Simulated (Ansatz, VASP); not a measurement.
## Si in VASP and in Ansatz

File POSCAR:

```
Si
1.0
    0.0000000000      2.7154700000      2.7154700000
    2.7154700000      0.0000000000      2.7154700000
    2.7154700000      2.7154700000      0.0000000000
Si
2
Direct
    0.5000000000      0.5000000000      0.5000000000
    0.7500000000      0.7500000000      0.7500000000
```

INCAR.step1

```
SYSTEM = Si
  ALGO = Normal
  EDIFF = 1E-4
  ENCUT = 520
  GGA = PE
  ISMEAR = -1
  LASPH = .TRUE.
  LCHARG = .FALSE.
  LREAL = .FALSE.
  LWAVE = .TRUE.
  NBANDS = 11
  NELM = 80
  PREC = Accurate
  SIGMA = 0.08
```

Contents of INCAR.step2:

```
SYSTEM = Si
  ALGO = Normal
  EDIFF = 1E-8
  ENCUT = 520
  ISIF = 2
  ISMEAR = -1
  ISTART = 1
  LASPH = .TRUE.
  LCHARG = .FALSE.
  LEFG = .TRUE.
  LMIXTAU = .TRUE.
  LREAL = .FALSE.
  LWAVE = .FALSE.
  METAGGA = R2SCAN
  NBANDS = 11
  NELM = 80
  PREC = Accurate
  SIGMA = 0.08
```

File KPOINTS:

```
k-points
0
G
  11 11 11
  0 0 0
```

Input for Ansatz:

```yaml
crystal:
  lattice:
    - [0.0, 2.71547, 2.71547]
    - [2.71547, 0.0, 2.71547]
    - [2.71547, 2.71547, 0.0]
  atoms:
    - { symbol: Si, position: [0.5, 0.5, 0.5] }
    - { symbol: Si, position: [0.75, 0.75, 0.75] }
kpoints:
  mp_grid: { grid: [11, 11, 11] }
  band_path:
    path:
      - [0.0, 0.0, 0.0]
      - [0.5, 0.0, 0.5]
      - [0.625, 0.25, 0.625]
      - [0.375, 0.375, 0.75]
      - [0.0, 0.0, 0.0]
      - [0.5, 0.5, 0.5]
      - [0.5, 0.25, 0.75]
      - [0.5, 0.0, 0.5]
    npoints: 5
scf:
  occupations: { method: fermi_dirac, width: 0.08 }
hamiltonian:
  xc: r2scan
  pseudopotentials: { kind: paw }
output:
  forces: true
  stress: true
  eigenvalues: true
  efg: { contact_densities: true }
```

Alike in both runs: task electric field gradients; functional r2SCAN; k mesh 11 × 11 × 11; occupations fermi-dirac, width 0.08 eV; no spin polarisation.

|  | VASP | Ansatz |
| --- | --- | --- |
| version | VASP 6.6.1 | Ansatz 0.2.0 |
| potentials or method | VASP PAW PBE potentials, release 64 (Si) | PAW with Ansatz's default frozen-core files, scalar-relativistic |
| plane-wave cutoff (eV) | 520 | 500 |
| valence electrons in the cell | 8 | 8 |

```csv
,VASP,Ansatz,Ansatz less VASP
pressure (GPa),0.5,0.7,+0.25
```

VASP's potentials were made for PBE, not for r2SCAN. With one functional, cell and mesh, what is left measures potentials, basis and numerics.
